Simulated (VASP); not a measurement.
# Ta3N in VASP: relaxation of the atoms with PBE

Aim: the relaxation of the atoms of Ta3N with PBE.

Everything below comes from runs of VASP 6.6.1. Logs are shortened: lines on timing, memory, paths and dates and some standing lists are left out, and cuts for length are marked.

## Step 1: The cell of the first run

The cell holds a slab with vacuum, 4 atoms: a = 2.874 Å, b = 2.874 Å, c = 20.027 Å, α = 90.00°, β = 90.00°, γ = 109.47°.

## Step 2: Relaxation of the atoms, PBE

The input, INCAR:

```
SYSTEM = Ta3N
PREC     = Accurate       ! precision mode
ENCUT    = 520            ! plane-wave cutoff, eV
EDIFF    = 1E-6           ! SCF threshold, eV
ISMEAR   = 0              ! smearing method
SIGMA    = 0.1            ! smearing width, eV
LREAL    = .FALSE.        ! projectors in reciprocal space
LASPH    = .TRUE.         ! aspherical terms in the spheres
NELM     = 100            ! most SCF steps
ALGO     = Normal         ! electronic algorithm
ISIF     = 2              ! what is computed and relaxed
LWAVE    = .FALSE.        ! write WAVECAR
LCHARG   = .FALSE.        ! write CHGCAR
LDIPOL   = .TRUE.       
IDIPOL   = 3            
DIPOL    = 0.5 0.5 0.362
GGA      = PE             ! functional
IBRION   = 2              ! ionic algorithm
NSW      = 36             ! ionic steps
EDIFFG   = -0.025         ! ionic threshold
```

The input, KPOINTS:

```
Automatic mesh
0
G
  10 10 1
  0 0 0
```

The input, POSCAR:

```
Ta3N
1.0
    2.8743098524      0.0000000000      0.0000000000
   -0.9581032841      2.7099253172      0.0000000000
    0.0000000000      0.0000000000     20.0266897040
Ta N
3 1
Selective dynamics
Direct
    0.5000000000      0.5000000000      0.1997334587  F F F
    0.0000000000      0.0000000000      0.3127671377  F F F
    0.5000000000      0.5000000000      0.4257663064  F F F
    0.8333333333      0.8333333333      0.5086556917  F F T
```

Potentials or basis: VASP PAW PBE potentials, release 64 (Ta_pv, N).

Command:

```bash
$ cat potpaw_PBE.64/Ta_pv/POTCAR potpaw_PBE.64/N/POTCAR > POTCAR
$ mpirun -np 1 vasp_std > vasp.out
```

OUTCAR:

```text
SYSTEM = Ta3N
   PREC = Accurate
   ENCUT = 520
   EDIFF = 1E-6
   ISMEAR = 0
   LREAL = .FALSE.
   LASPH = .TRUE.
   NELM = 100
   ISIF = 2
   GGA = PE
   IBRION = 2
   NSW = 36
   EDIFFG = -0.025

 ion  position               nearest neighbor table
   1  0.500  0.500  0.200-   2 2.81   2 2.81   2 3.26   2 3.26
   2  0.000  0.000  0.313-   3 2.81   3 2.81   1 2.81   1 2.81   3 3.26   3 3.26   1 3.26   1 3.26

   3  0.500  0.500  0.426-   4 1.99   2 2.81   2 2.81   2 3.26   2 3.26
   4  0.833  0.833  0.509-   3 1.99

  LATTYP: Found a base centered orthorhombic cell.
 ALAT       =     3.3189671341
 B/A-ratio  =     1.4142135623
 C/A-ratio  =     6.0340126596

  Lattice vectors:

 A1 = (   2.8743098524,   0.0000000000,   0.0000000000)
 A2 = (  -0.9581032841,   2.7099253172,   0.0000000000)
 A3 = (   0.0000000000,   0.0000000000,  20.0266897040)

Analysis of symmetry for initial positions (statically):
=====================================================================
 Subroutine PRICEL returns:
 Original cell was already a primitive cell.

 Routine SETGRP: Setting up the symmetry group for a
 base centered orthorhombic supercell.

 Subroutine GETGRP returns: Found  2 space group operations
 (whereof  2 operations were pure point group operations)
 out of a pool of  8 trial point group operations.

The static configuration has the point symmetry C_1h.

Analysis of symmetry for dynamics (positions and initial velocities):
=====================================================================
 Subroutine PRICEL returns:
 Original cell was already a primitive cell.

 Routine SETGRP: Setting up the symmetry group for a
 base centered orthorhombic supercell.

 Subroutine GETGRP returns: Found  2 space group operations
 (whereof  2 operations were pure point group operations)
 out of a pool of  8 trial point group operations.

The dynamic configuration has the point symmetry C_1h.

Analysis of constrained symmetry for selective dynamics:
=====================================================================
 Subroutine PRICEL returns:
[... 136 lines left out ...]
  Thomas-Fermi vector in A             =   2.156115
   LORBIT       =      0    0 simple, 1 ext, 2 COOP (PROOUT), +10 PAW based schemes
   GGA     = PE    functional components
   LHFCALC =     F    Hartree Fock is set to
   AEXX    =    0.0000 exact exchange contribution
   IVDW    =     0    specifies the selected vdW correction
   LEPSILON=     F    determine dielectric tensor
   LRPA    =     F    only Hartree local field effects (RPA)
 conjugate gradient relaxation of ions
 non-spin polarized calculation
 Gauss-broadening in eV      SIGMA  =   0.10
  energy-cutoff  :      520.00
  volume of cell :      155.99
 maximum number of plane-waves:      4238
 NGX is ok and might be reduce to    24
   NGX = 11   NGY = 11   NGZ = 75

 dipolmoment           0.000000      0.000000     -0.182760 electrons x Angstroem

--------------------------------------- Ionic step        1  -------------------------------------------

 number of electron      37.9999997 magnetization

 Free energy of the ion-electron system (eV)
  ---------------------------------------------------
  ext. energy  EPLUGINS =         0.00000000
  ---------------------------------------------------
  free energy    TOTEN  =       -40.70490651 eV

  energy without entropy =      -40.68833932  energy(sigma->0) =      -40.69662291

------------------------ aborting loop because EDIFF is reached ----------------------------------------

  FORCE on cell =-STRESS in cart. coord.  units (eV):
  Direction    XX          YY          ZZ          XY          YZ          ZX
  --------------------------------------------------------------------------------------
  -------------------------------------------------------------------------------------
  Total       -1.3173572     -1.5331475     -4.1244565     -0.3051736      0.3074702      0.2174143
  in kB      -13.5305069    -15.7468779    -42.3620763     -3.1344219      3.1580102      2.2330504
  external PRESSURE =     -23.8798204 kB  Pullay stress =       0.0000000 kB
[... 95 lines left out ...]
  FREE ENERGIE OF THE ION-ELECTRON SYSTEM (eV)
  ---------------------------------------------------
  free  energy   TOTEN  =       -41.2325827238 eV

  energy  without entropy=      -41.2158971378  energy(sigma->0) =      -41.22423993

[... ionic steps 4 to 14 ...]

--------------------------------------- Ionic step       15  -------------------------------------------

 number of electron      37.9999996 magnetization

------------------------ aborting loop because EDIFF is reached ----------------------------------------
[... 71 lines left out ...]
--------------------------------------- Ionic step       17  -------------------------------------------

 number of electron      37.9999996 magnetization

 dipolmoment           0.000000      0.000000      0.114169 electrons x Angstroem

 Free energy of the ion-electron system (eV)
  ---------------------------------------------------
  ext. energy  EPLUGINS =         0.00000000
  ---------------------------------------------------
  free energy    TOTEN  =       -41.23270887 eV

  energy without entropy =      -41.21601781  energy(sigma->0) =      -41.22436334

 E-fermi :  -1.5570     XC(G=0):  -5.7979

 val. band max:       -1.5771772764   @ k =   0.0000   0.0000   0.0000
 cond. band min:      -1.5527823227   @ k =   0.2000   0.0000   0.0000
 fundamental gap:      0.0243949537
 Fermi energy:        -1.5570344841

 k-point     1 :       0.0000    0.0000    0.0000
  band No.  band energies     occupation
      1     -36.0889      2.00000
      2     -35.7804      2.00000
      3     -35.4595      2.00000
      4     -35.2808      2.00000
      5     -35.2062      2.00000
      6     -35.0902      2.00000
[... 613 lines left out ...]
     22       0.9045      0.00000
     23       1.7770      0.00000

 [... further k-points ...]

------------------------ aborting loop because EDIFF is reached ----------------------------------------

 vacuum level on the upper side and lower side of the slab       (xc-potential included)         1.245        -1.449

  FORCE on cell =-STRESS in cart. coord.  units (eV):
  Direction    XX          YY          ZZ          XY          YZ          ZX
  --------------------------------------------------------------------------------------
  -------------------------------------------------------------------------------------
  Total        0.6762917      1.1891887      2.1508467      0.7253460      3.1345003      2.2164289
  in kB        6.9461562     12.2140949     22.0912333      7.4499903     32.1942878     22.7648252
  external PRESSURE =      13.7504948 kB  Pullay stress =       0.0000000 kB
[... 19 lines left out ...]
  FREE ENERGIE OF THE ION-ELECTRON SYSTEM (eV)
  ---------------------------------------------------
  free  energy   TOTEN  =       -41.2327088748 eV

  energy  without entropy=      -41.2160178114  energy(sigma->0) =      -41.22436334

 reached required accuracy - stopping structural energy minimisation

 vacuum level on the upper side and lower side of the slab         5.955         3.160
```

Run time: 29 min. Hardware: 1 thread of Intel Xeon 8259CL, shared host; peak memory 0.32 GiB.

Results:

| Property | Result |
| --- | --- |
| Free energy | -41.2327 eV |
| Energy gained by relaxing | 132.0 meV/atom |
| Ionic steps | 17 |
| Band gap on the k mesh | zero (bands 19 and 20 overlap by 0.98 eV) |

Step by step:
```
step  energy change (eV)  largest force on free atoms (eV/Å)  pressure (GPa)
   1              0.0000                              3.5850           -2.39
   2             -0.4651                              1.5278           -0.06
   3             -0.5277                              0.0768            1.46
   4             -0.5278                              0.0364            1.35
   5             -0.5278                              0.0368            1.35
   6             -0.5278                              0.0351            1.36
   7             -0.5278                              0.0353            1.35
   8             -0.5278                              0.0354            1.35
   9             -0.5278                              0.0352            1.35
  10             -0.5278                              0.0351            1.35
  11             -0.5278                              0.0349            1.35
  12             -0.5278                              0.0347            1.35
  13             -0.5278                              0.0339            1.36
  14             -0.5278                              0.0327            1.36
  15             -0.5278                              0.0293            1.36
  16             -0.5278                              0.0254            1.37
  17             -0.5278                              0.0126            1.38
```

Final structure:
```cif
data_structure
_symmetry_space_group_name_H-M 'P 1'
_symmetry_Int_Tables_number 1
_cell_length_a 2.8743
_cell_length_b 2.8743
_cell_length_c 20.0267
_cell_angle_alpha 90.000
_cell_angle_beta 90.000
_cell_angle_gamma 109.471
_cell_volume 155.99
loop_
_atom_site_label
_atom_site_type_symbol
_atom_site_fract_x
_atom_site_fract_y
_atom_site_fract_z
_atom_site_occupancy
Ta1 Ta 0.50000 0.50000 0.19973 1
Ta2 Ta 0.00000 0.00000 0.31277 1
Ta3 Ta 0.50000 0.50000 0.42577 1
N1 N 0.83333 0.83333 0.49614 1
```

Levels at points of the mesh, in eV from the Fermi level:
| k point | band 17 | band 18 | band 19 | band 20 | band 21 | band 22 |
| --- | --- | --- | --- | --- | --- | --- |
| (0.00, 0.00, 0.00) | -1.00 | -0.08 | -0.02 | 0.66 | 1.13 | 1.57 |
| (0.50, 0.00, 0.00) | -1.38 | -0.71 | -0.35 | 0.93 | 1.67 | 3.00 |
| (0.50, 0.50, 0.00) | -1.07 | -0.73 | 0.52 | 1.92 | 1.97 | 2.77 |

Caveat: spin-orbit coupling is left out, which moves the levels of the heavy elements.

The gap in the log of VASP goes by the Fermi energy; the results here count the filled bands.